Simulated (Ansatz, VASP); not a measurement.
**KBr in VASP and in Ansatz**

INCAR

```
PREC = Accurate
ENCUT = 520
EDIFF = 1E-6
ISMEAR = -1
SIGMA = 0.02
LREAL = F
LASPH = T
NELM = 80
ALGO = Normal
ISIF = 2
LWAVE = F
LCHARG = T
GGA = PE
LELF = T
LVHAR = T
NBANDS = 15
```

The input KPOINTS:

```
Automatic mesh
0
Gamma
  6 6 6
```

The input POSCAR:

```
KBr
1.0
    0.0259123081      3.3116488838      3.3116488838
    3.3116488838      0.0259123081      3.3116488838
    3.3116488838      3.3116488838      0.0259123081
K Br
1 1
Direct
    0.0000000000      0.0000000000      0.0000000000
    0.5000000000      0.5000000000      0.5000000000
```

Input for Ansatz:

```yaml
crystal:
  lattice:
    - [0.0259123081, 3.3116488838, 3.3116488838]
    - [3.3116488838, 0.0259123081, 3.3116488838]
    - [3.3116488838, 3.3116488838, 0.0259123081]
  atoms:
    - { symbol: K, position: [0.0, 0.0, 0.0] }
    - { symbol: Br, position: [0.5, 0.5, 0.5] }
kpoints:
  mp_grid: { grid: [6, 6, 6] }
  band_path:
    path:
      - [0.0, 0.0, 0.0]
      - [0.5, 0.0, 0.5]
      - [0.625, 0.25, 0.625]
      - [0.375, 0.375, 0.75]
      - [0.5, 0.5, 0.5]
      - [0.5, 0.25, 0.75]
    npoints: 1
hamiltonian:
  xc: pbe
scf:
  occupations: { method: fermi_dirac, width: 0.02 }
  n_extra_bands: 4
output:
  forces: true
  stress: true
  eigenvalues: true
```

Change from the starting cell: epitaxial_111 strain -0.5%.

Alike in both runs: task single point; functional PBE; k mesh 6 × 6 × 6; occupations fermi-dirac, width 0.02 eV; no spin polarisation.

```csv
,VASP,Ansatz
version,VASP 6.6.1,Ansatz 0.2.0
potentials or method,"VASP PAW PBE potentials, release 64 (K_sv, Br)","plane waves, PAW"
plane-wave cutoff (eV),520,420
valence electrons in the cell,16,16
```

|  | VASP | Ansatz | Ansatz less VASP |
| --- | --- | --- | --- |
| gap on the k mesh at the Fermi level (eV) | 4.43 | 4.43 | +0.002 |
| pressure (GPa) | 0.8 | 0.7 | -0.04 |
